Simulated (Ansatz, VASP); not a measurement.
**Two plane-wave programs on B**

Contents of INCAR:

```
SYSTEM = B
  PREC = Accurate
  ENCUT = 520
  EDIFF = 1E-6
  ISMEAR = -1
  SIGMA = 0.05
  LREAL = .FALSE.
  LASPH = .TRUE.
  NELM = 80
  ALGO = Normal
  ISIF = 2
  LWAVE = .FALSE.
  LCHARG = .FALSE.
  GGA = PE
  NBANDS = 8
```

Contents of KPOINTS:

```
Automatic mesh
0
G
  24 24 24
  0 0 0
```

File POSCAR:

```
B
1.0
    0.0000000000      1.2086945688      1.2086945688
    1.2086945688      0.0000000000      1.2086945688
    1.2086945688      1.2086945688      0.0000000000
B
1
Direct
    0.0000000000      0.0000000000      0.0000000000
```

Input for Ansatz:

```yaml
crystal:
  lattice:
    - [0.0, 1.2086945688, 1.2086945688]
    - [1.2086945688, 0.0, 1.2086945688]
    - [1.2086945688, 1.2086945688, 0.0]
  atoms:
    - { symbol: B, position: [0.0, 0.0, 0.0] }
kpoints:
  mp_grid: { grid: [24, 24, 24] }
scf:
  occupations: { method: fermi_dirac, width: 0.05 }
hamiltonian:
  xc: pbe
  pseudopotentials: { kind: paw, partial_waves: polarizable }
output:
  forces: true
  stress: true
  eigenvalues: true
```

Change from the starting cell: volume scaled by 0.6, PAW files, partial_waves polarizable.

Alike in both runs: task single point; functional PBE; k mesh 24 × 24 × 24; occupations fermi-dirac, width 0.05 eV; no spin polarisation.

```csv
,VASP,Ansatz
version,VASP 6.6.1,Ansatz 0.2.0
potentials or method,"VASP PAW PBE potentials, release 64 (B)","PAW with Ansatz's default frozen-core files, scalar-relativistic"
plane-wave cutoff (eV),520,420
valence electrons in the cell,3,3
```

|  | VASP | Ansatz | Ansatz less VASP |
| --- | --- | --- | --- |
| pressure (GPa) | 347.0 | 346.4 | -0.58 |

Both programs put the cell under a high pressure, so it lies far from rest at this level. With one functional, cell and mesh, what is left measures potentials, basis and numerics.

Noted on VASP's run: the cell as given lies far from equilibrium.
